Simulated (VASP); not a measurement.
Wanted: the native input for a VASP 6.6.1 run.

```yaml
Task: single point
Functional: PBE
Potentials_or_basis: VASP PAW PBE potentials, release 64 (Pt, S)
Cutoff: 520 eV
k_mesh: 12 × 12 × 8
Occupations: gaussian, width 0.05 eV
Spin: no spin polarisation
Dipole_correction: no
Further_INCAR_settings: ALGO = Normal; EDIFF = 1e-06; NBANDS = 18
```

The structure of PtS2 lies in POSCAR:

```
PtS2
1.0
    3.5431994758      0.0000000000      0.0000000000
   -1.7715997379      3.0685007567      0.0000000000
    0.0000000000      0.0000000000      5.1647700000
Pt S
1 2
Direct
    0.0000000000      0.0000000000      0.0000000000
    0.3333333333      0.6666666667      0.2500000000
    0.6666666667      0.3333333333      0.7500000000
```

This cell differs from its parent crystal: strain +0.000 along x and y, +0.025 along z.

One way to write it, as run:

INCAR

```
SYSTEM = PtS2
ALGO     = Normal         ! electronic algorithm
EDIFF    = 1E-6           ! SCF threshold, eV
ENCUT    = 520            ! plane-wave cutoff, eV
GGA      = PE             ! functional
ISIF     = 2              ! what is computed and relaxed
ISMEAR   = 0              ! smearing method
LASPH    = .True.         ! aspherical terms in the spheres
LCHARG   = .False.        ! write CHGCAR
LREAL    = .False.        ! projectors in reciprocal space
LWAVE    = .False.        ! write WAVECAR
NBANDS   = 18             ! bands
NELM     = 80             ! most SCF steps
PREC     = Accurate       ! precision mode
SIGMA    = 0.05           ! smearing width, eV
```

KPOINTS

```
k-points
0
Gamma
  12 12 8
  0 0 0
```

Potentials or basis: VASP PAW PBE potentials, release 64 (Pt, S).

Command:

```sh
$ cat potpaw_PBE.64/Pt/POTCAR potpaw_PBE.64/S/POTCAR > POTCAR
$ mpirun -np 1 vasp_std > vasp.out
```

Results of the run:

* Pressure: -0.6 GPa
* Largest force: 0.715 eV/Å
* Band gap on the k mesh: 0.61 eV, indirect (least direct gap 0.83 eV)

Caveat: the cell differs from its parent crystal (strain +0.000 along x and y, +0.025 along z); spin-orbit coupling is left out, which moves the levels of the heavy elements.

Wall time 68 s on 1 thread of AMD EPYC 9R45 (Zen 5), on a shared host, peak memory 0.24 GiB.
